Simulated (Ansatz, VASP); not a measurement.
Two plane-wave programs on Ag

```
CELL_PARAMETERS angstrom
2.82789 0.00000 0.00000
-1.41394 2.44902 0.00000
0.00000 0.00000 9.61820
ATOMIC_POSITIONS crystal
Ag 0.33333 0.66667 0.25000
Ag 0.66667 0.33333 0.75000
Ag 0.00000 0.00000 0.00000
Ag 0.00000 0.00000 0.50000
```

Change from the starting cell: strain -0.015 along x and y, +0.030 along z, atoms carried along.

Alike in both runs: task single point; functional PBEsol; k mesh 18 × 18 × 6; occupations gaussian, width 0.15 eV; no spin polarisation.

```csv
,VASP,Ansatz
version,VASP 6.6.1,Ansatz 0.2.0
potentials or method,"VASP PAW PBE potentials, release 64 (Ag), cutoff 520 eV","scalar-relativistic, plane waves, PAW"
valence electrons in the cell,44,76
```

VASP gave:

| Quantity | Value |
| --- | --- |
| gap on the k mesh at the Fermi level (eV) | none |
| pressure (GPa) | 0.1 |
| traceless stress, the component that is largest in VASP (GPa) | -3.11 |

Which values does Ansatz return?

gap on the k mesh at the Fermi level (eV): none; pressure (GPa): 0.4; traceless stress, the component that is largest in VASP (GPa): -3.14.

VASP's potentials were made for PBE, not for PBEsol. A gap of «none» marks a metal or a gap that the smearing closes. VASP's potentials hold 44 valence electrons a cell and Ansatz's 76, so a difference there can come from the potentials and not from the codes.
